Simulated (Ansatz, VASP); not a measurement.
BaTiO3 in VASP and in Ansatz

```
Ba Ti O
1.0
     3.98537    0.00000    0.00000
     0.00000    3.98537    0.00000
     0.00000    0.00000    4.20260
Ba Ti O
1 1 3
Direct
  0.00000 0.00000 0.98947
  0.50000 0.50000 0.47205
  0.50000 0.50000 0.04083
  0.50000 0.00000 0.52033
  0.00000 0.50000 0.52033
```

Alike in both runs: functional PBE; k mesh 6 × 6 × 6; no spin polarisation.

Ansatz relaxed the structure, and its values are those at the end. VASP's run is a single point on that final structure, the one shown.

|  | VASP | Ansatz |
| --- | --- | --- |
| version | VASP 6.6.1 | Ansatz 0.2.0 |
| potentials or method | VASP PAW PBE potentials, release 64 (Ba_sv, Ti_sv, O), cutoff 520 eV | plane waves, PAW |
| occupations | gaussian, width 0.01 eV | fixed |
| valence electrons in the cell | 40 | 40 |

VASP gave:

* pressure (GPa): 1.6
* rms of the force components (eV/Å): 0.032

Q: Estimate Ansatz's values.

A: Pressure (GPa): 0.0; rms of the force components (eV/Å): 0.002.

Neither program's run includes spin-orbit coupling.
